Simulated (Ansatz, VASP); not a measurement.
Al2O3: VASP beside Ansatz

The input INCAR:

```
ALGO = Normal ; EDIFF = 1E-7
ENCUT = 520 ; GGA = PE
ISIF = 2 ; ISMEAR = -1
LASPH = True ; LCHARG = False
LREAL = False ; LWAVE = False
NBANDS = 35 ; NELM = 80
PREC = Accurate ; SIGMA = 0.02
```

The input KPOINTS:

```
k-points
0
Gamma
  6 6 6
```

POSCAR

```
Al2O3
1.0
    2.3793611050      1.3737247745      4.3315925795
   -2.3793611050      1.3737247745      4.3315925795
    0.0000000000     -2.7474495490      4.3315925795
Al O
4 6
Direct
    0.1480885927      0.1480885927      0.1480885927
    0.3519114073      0.3519114073      0.3519114073
    0.6480885927      0.6480885927      0.6480885927
    0.8519114073      0.8519114073      0.8519114073
    0.9436338430      0.5563661570      0.2500000000
    0.4436338430      0.7500000000      0.0563661570
    0.5563661570      0.2500000000      0.9436338430
    0.2500000000      0.9436338430      0.5563661570
    0.7500000000      0.0563661570      0.4436338430
    0.0563661570      0.4436338430      0.7500000000
```

Input for Ansatz:

```yaml
crystal:
  lattice:
    - [2.379361105, 1.3737247745, 4.3315925795]
    - [-2.379361105, 1.3737247745, 4.3315925795]
    - [0.0, -2.747449549, 4.3315925795]
  atoms:
    - { symbol: Al, position: [0.1480885927, 0.1480885927, 0.1480885927] }
    - { symbol: Al, position: [0.3519114073, 0.3519114073, 0.3519114073] }
    - { symbol: Al, position: [0.6480885927, 0.6480885927, 0.6480885927] }
    - { symbol: Al, position: [0.8519114073, 0.8519114073, 0.8519114073] }
    - { symbol: O, position: [0.943633843, 0.556366157, 0.25] }
    - { symbol: O, position: [0.443633843, 0.75, 0.056366157] }
    - { symbol: O, position: [0.556366157, 0.25, 0.943633843] }
    - { symbol: O, position: [0.25, 0.943633843, 0.556366157] }
    - { symbol: O, position: [0.75, 0.056366157, 0.443633843] }
    - { symbol: O, position: [0.056366157, 0.443633843, 0.75] }
kpoints:
  mp_grid: { grid: [6, 6, 6] }
  band_path:
    path:
      - [[0.0, 0.0, 0.0], [0.5, 0.5, 0.5], [0.7662811382211, 0.2337188617789, 0.5]]
      - [[0.5, -0.2337188617789, 0.2337188617789], [0.5, -6.883871088072e-18, -5.155429016562e-17], [0.0, 0.0, 0.0], [0.3668594308895, -0.3668594308895, -5.121285524794e-18]]
      - [[0.6331405691105, 6.183436308029e-17, 0.3668594308895], [0.5, 2.095585736178e-17, 0.5], [0.0, 0.0, 0.0]]
    npoints: 10
hamiltonian:
  xc: pbe
scf:
  occupations: { method: fermi_dirac, width: 0.02 }
  n_extra_bands: 6
output:
  forces: true
  stress: true
  eigenvalues: true
  write_density: true
  write_potential: true
  elf: true
  volumetric_format: npy
```

Alike in both runs: task single point; functional PBE; k mesh 6 × 6 × 6; occupations fermi-dirac, width 0.02 eV; no spin polarisation.

|  | VASP | Ansatz |
| --- | --- | --- |
| version | VASP 6.6.1 | Ansatz 0.2.0 |
| potentials or method | VASP PAW PBE potentials, release 64 (Al, O) | plane waves, PAW |
| plane-wave cutoff (eV) | 520 | 420 |
| valence electrons in the cell | 48 | 48 |

|  | VASP | Ansatz | Ansatz less VASP |
| --- | --- | --- | --- |
| gap on the k mesh at the Fermi level (eV) | 6.24 | 6.24 | +0.002 |
| pressure (GPa) | 7.4 | 7.6 | +0.14 |
| traceless stress, the component that is largest in VASP (GPa) | -0.37 | -0.34 | +0.029 |
| rms of the force components (eV/Å) | 0.015 | 0.015 | -0.0007 |

Atom by atom the forces differ by 0.001 eV/Å (rms over components). With one functional, cell and mesh, what is left measures potentials, basis and numerics.
